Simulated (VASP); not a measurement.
Input of a VASP 6.6.1 run:

INCAR

```
ALGO = Normal ; EDIFF = 1E-6
ENCUT = 520 ; GGA = PE
ISIF = 2 ; ISMEAR = 0
LASPH = T ; LCHARG = F
LREAL = F ; LWAVE = F
NBANDS = 28 ; NELM = 80
PREC = Accurate ; SIGMA = 0.1
```

Contents of KPOINTS:

```
k-points
0
Gamma
  8 8 8
```

The input POSCAR:

```
Si3Ge2
1.0
    4.7103912910      0.0000000000      0.0000000000
    0.0000000000      4.7103912910      0.0000000000
    0.0000000000      0.0000000000      4.9930960022
Si Ge
3 2
Direct
    0.5000000000      0.5000000000      0.0000000000
    0.0000000000      0.5000000000      0.5000000000
    0.5000000000      0.0000000000      0.5000000000
    0.0000000000      0.0000000000      0.0000000000
    0.0000000000      0.0000000000      0.5000000000
```

Potentials or basis: VASP PAW PBE potentials, release 64 (Si, Ge_d).

Run with:

```sh
$ cat potpaw_PBE.64/Si/POTCAR potpaw_PBE.64/Ge_d/POTCAR > POTCAR
$ mpirun -np 1 vasp_std > vasp.out
```

Problem. Predict the band gap on the k mesh.

Solution. Zero (band 20 reaches 7.40 eV, above the bottom of band 21 at 4.58 eV).

Problem. What does it give for the pressure?

Solution. 0.0 GPa.
